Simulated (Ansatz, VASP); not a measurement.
## Two plane-wave programs on MnCo2N2

```
CELL_PARAMETERS angstrom
2.86664 0.00000 0.00000
-1.43332 2.48258 0.00000
0.00000 0.00000 6.43022
ATOMIC_POSITIONS crystal
Mn 0.00000 0.00000 0.50000
Co 0.66667 0.33333 0.16504
Co 0.33333 0.66667 0.83496
N 0.66667 0.33333 0.69417
N 0.33333 0.66667 0.30583
```

Alike in both runs: functional PBE; k mesh 12 × 12 × 6; occupations gaussian, width 0.1 eV; collinear spin.

Ansatz relaxed the structure, and its values are those at the end. VASP's run is a single point on that final structure, the one shown.

|  | VASP | Ansatz |
| --- | --- | --- |
| version | VASP 6.6.1 | Ansatz 0.2.0 |
| potentials or method | VASP PAW PBE potentials, release 64 (Mn_pv, Co, N), cutoff 520 eV | scalar-relativistic, plane waves, PAW |
| valence electrons in the cell | 41 | 59 |

```csv
,VASP,Ansatz,Ansatz less VASP
gap on the k mesh at the Fermi level (eV),none,none,-
pressure (GPa),0.3,0.0,-0.38
rms of the force components (eV/Å),0.010,0.003,-0.0075
net moment per atom (μB),0.71,0.71,+0.003
size of the moment on the site where the two differ most (μB),2.72,2.50,-0.222
```

Site moments also hang on the region over which each program counts them. A gap of «none» marks a metal or a gap that the smearing closes. VASP's potentials hold 41 valence electrons a cell and Ansatz's 59, so a difference there can come from the potentials and not from the codes.
